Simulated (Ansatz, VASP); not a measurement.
# MgB2 in VASP and in Ansatz

File POSCAR:

```
MgB2
1.0
    3.0850000000      0.0000000000      0.0000000000
   -1.5425000000      2.6716883707      0.0000000000
    0.0000000000      0.0000000000      3.5230000000
Mg B
1 2
Direct
    0.0000000000      0.0000000000      0.0000000000
    0.6666666667      0.3333333333      0.5000000000
    0.3333333333      0.6666666667      0.5000000000
```

The input INCAR.step1:

```
SYSTEM = MgB2
PREC = Accurate
ENCUT = 750
ISMEAR = -1
SIGMA = 0.05
LREAL = .FALSE.
LASPH = .TRUE.
NELM = 120
NBANDS = 15
GGA = PE
ALGO = Normal
EDIFF = 1E-5
LWAVE = .TRUE.
LCHARG = .FALSE.
GGA_COMPAT = .FALSE.
```

File INCAR.step2:

```
SYSTEM = MgB2
PREC = Accurate
ENCUT = 750
EDIFF = 1E-6
ISMEAR = -1
SIGMA = 0.05
LREAL = .FALSE.
LASPH = .TRUE.
NELM = 120
ALGO = Normal
ISIF = 2
LWAVE = .FALSE.
LCHARG = .FALSE.
METAGGA = R2SCAN
LMIXTAU = .TRUE.
NBANDS = 15
ISTART = 1
GGA_COMPAT = .FALSE.
```

Contents of KPOINTS:

```
Automatic mesh
0
G
  10 10 8
  0 0 0
```

Contents of input.yaml:

```yaml
crystal:
  lattice:
    - [3.085, 0.0, 0.0]
    - [-1.5425, 2.6716883707, 0.0]
    - [0.0, 0.0, 3.523]
  atoms:
    - { symbol: Mg, position: [0.0, 0.0, 0.0] }
    - { symbol: B, position: [0.6666666667, 0.3333333333, 0.5] }
    - { symbol: B, position: [0.3333333333, 0.6666666667, 0.5] }
hamiltonian:
  xc: r2scan
  pseudopotentials: { kind: paw }
kpoints:
  mp_grid: { grid: [10, 10, 8] }
scf:
  occupations: { method: fermi_dirac, width: 0.05 }
output:
  forces: true
  stress: true
  eigenvalues: true
```

Alike in both runs: task single point; functional r2SCAN; k mesh 10 × 10 × 8; occupations fermi-dirac, width 0.05 eV; no spin polarisation.

|  | VASP | Ansatz |
| --- | --- | --- |
| version | VASP 6.6.1 | Ansatz 0.2.0 |
| potentials or method | VASP PAW PBE potentials, release 64 (Mg_sv, B) | Ansatz PAW |
| plane-wave cutoff (eV) | 750 | 500 |
| valence electrons in the cell | 16 | 16 |

|  | VASP | Ansatz | Ansatz less VASP |
| --- | --- | --- | --- |
| gap on the k mesh at the Fermi level (eV) | none | none | - |
| pressure (GPa) | -2.2 | -2.1 | +0.11 |
| traceless stress, the component that is largest in VASP (GPa) | 0.18 | 0.10 | -0.076 |

VASP's potentials were made for PBE, not for r2SCAN. A gap of «none» marks a metal or a gap that the smearing closes. With one functional, cell and mesh, what is left measures potentials, basis and numerics.
